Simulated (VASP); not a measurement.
A run of VASP 6.6.1 is set up as follows.

INCAR

```
ALGO = Normal
EDIFF = 1E-7
ENCUT = 520
GGA = PE
ISIF = 2
ISMEAR = 0
LASPH = T
LCHARG = F
LREAL = Auto
LWAVE = F
NBANDS = 182
NELECT = 318.0
NELM = 100
PREC = Accurate
SIGMA = 0.01
```

File KPOINTS:

```
Automatic mesh
0
Gamma
  2 2 2
  0.5 0.5 0.5
```

POSCAR

```
Ga18N17
1.0
   -0.0000000001      5.5743817708     -5.2431684095
    4.8275562239     -2.7871908853     -5.2431684095
   -4.8275562239     -2.7871908854     -5.2431684095
Ga N
18 17
Direct
    0.9461984145      0.2801466582      0.2802577598
    0.2784551786      0.9440288142      0.2780595447
    0.9440149506      0.6126784684      0.9440016542
    0.6098930611      0.6126829898      0.2780568326
    0.2784656222      0.2782399189      0.9439521566
    0.9440491398      0.9439743463      0.6124497861
    0.6101259079      0.9442893669      0.9441742435
    0.2771189060      0.6112986593      0.6111419427
    0.6097890496      0.2782644880      0.6124559909
    0.8890413810      0.8874581834      0.2231570634
    0.2212040234      0.5554661433      0.2231142900
    0.8893978441      0.2235897922      0.8859180615
    0.5528858108      0.2233066889      0.2232594359
    0.2218592154      0.8881560004      0.8880700327
    0.8890791572      0.5555621387      0.5551657060
    0.5539771856      0.5560598934      0.8880748713
    0.2213372299      0.2232732115      0.5551910605
    0.5539837616      0.8881667442      0.5559192184
    0.1510713510      0.8207345692      0.1518039639
    0.8177436653      0.4854434471      0.8204886592
    0.4865123198      0.4853095579      0.1518083758
    0.1512784460      0.1519344527      0.8204691925
    0.8177232645      0.8206795413      0.4852385267
    0.4850120839      0.8192054457      0.8190779578
    0.1513049508      0.4854846250      0.4853285977
    0.4864453493      0.1519145006      0.4852956701
    0.0949261018      0.0961279056      0.4289469806
    0.4290270095      0.7632267307      0.4301108691
    0.0948036642      0.4289802118      0.0960827126
    0.7619604272      0.4290974572      0.4289444387
    0.4315089247      0.0972215479      0.0970639531
    0.0960707280      0.7632065021      0.7630966222
    0.7630312378      0.7657344805      0.0970651270
    0.4290219201      0.4302722653      0.7631048454
    0.7630089781      0.0972041007      0.7654428132
```

Potentials or basis: VASP PAW PBE potentials, release 64 (Ga_d, N).

Command:

```bash
$ cat potpaw_PBE.64/Ga_d/POTCAR potpaw_PBE.64/N/POTCAR > POTCAR
$ mpirun -np 1 vasp_std > vasp.out
```

**Question.** What does it give for the largest force?

**Answer.** 0.025 eV/Å.

Forces on the atoms (eV/Å):
```
Ga   0.009 -0.016  0.005
Ga   0.003  0.001 -0.005
Ga  -0.004  0.004 -0.003
Ga  -0.003  0.003 -0.004
Ga  -0.001 -0.002 -0.005
Ga   0.001 -0.001 -0.008
Ga   0.001 -0.002  0.010
Ga  -0.002 -0.002  0.010
Ga   0.002  0.003 -0.008
Ga   0.003 -0.005  0.014
Ga  -0.011 -0.007  0.003
Ga  -0.022 -0.011 -0.004
Ga  -0.001  0.010  0.007
Ga   0.002  0.003 -0.001
Ga  -0.003  0.014  0.004
Ga   0.003  0.001 -0.001
Ga   0.012 -0.010  0.000
Ga  -0.004 -0.001 -0.004
N    0.002  0.012 -0.005
N    0.010 -0.007 -0.004
N    0.011 -0.005 -0.005
N   -0.001  0.008 -0.001
N    0.002 -0.007 -0.002
N    0.000 -0.001  0.007
N    0.001 -0.002 -0.003
N   -0.004  0.005 -0.002
N   -0.012  0.005  0.000
N    0.001  0.001 -0.003
N    0.011  0.006 -0.003
N   -0.001  0.000  0.004
N   -0.002  0.002  0.004
N    0.000 -0.002 -0.002
N    0.001 -0.003 -0.001
N   -0.001  0.001 -0.002
N    0.001  0.001  0.009
```

Caveat: the cell carries a net charge on a neutralising background, which shifts energy and pressure; the cell differs from its parent crystal (atoms taken out, then relaxed in part).
